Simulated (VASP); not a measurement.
A run of VASP 6.6.1 is set up as follows.

Contents of INCAR:

```
SYSTEM = BaMo
PREC = Accurate
ENCUT = 520
EDIFF = 1E-6
ISMEAR = 0
SIGMA = 0.1
LREAL = .FALSE.
LASPH = .TRUE.
NELM = 60
ALGO = Fast
ISIF = 2
LWAVE = .FALSE.
LCHARG = .TRUE.
GGA = PE
LELF = .TRUE.
LVHAR = .TRUE.
NBANDS = 58
```

KPOINTS

```
Automatic mesh
0
G
  8 8 8
  0 0 0
```

Contents of POSCAR:

```
BaMo
1.0
    5.8684658286      0.0000000000      0.0000000000
    0.0000000000      5.8684658286      0.0000000000
    0.0000000000      0.0000000000      5.8684658286
Ba Mo
4 4
Direct
    0.1685873954      0.1685873954      0.1685873954
    0.3314126046      0.8314126046      0.6685873954
    0.6685873954      0.3314126046      0.8314126046
    0.8314126046      0.6685873954      0.3314126046
    0.8470200145      0.8470200145      0.8470200145
    0.6529799855      0.1529799855      0.3470200145
    0.3470200145      0.6529799855      0.1529799855
    0.1529799855      0.3470200145      0.6529799855
```

Potentials or basis: VASP PAW PBE potentials, release 64 (Ba_sv, Mo_sv).

Run with:

```console
$ cat potpaw_PBE.64/Ba_sv/POTCAR potpaw_PBE.64/Mo_sv/POTCAR > POTCAR
$ mpirun -np 1 vasp_std > vasp.out
```

Q: Estimate the largest force.

A: 0.034 eV/Å.

Q: Predict the pressure.

A: 2.5 GPa.

Q: Estimate the band gap on the k mesh.

A: Zero (bands 48 and 49 overlap by 0.13 eV).

Forces in eV/Å, atoms in the order of the input:
```
Ba  -0.019 -0.019 -0.019
Ba   0.019  0.019 -0.019
Ba  -0.019  0.019  0.019
Ba   0.019 -0.019  0.019
Mo  -0.008 -0.008 -0.008
Mo   0.008  0.008 -0.008
Mo  -0.008  0.008  0.008
Mo   0.008 -0.008  0.008
```

Caveat: spin-orbit coupling is left out, which moves the levels of the heavy elements.
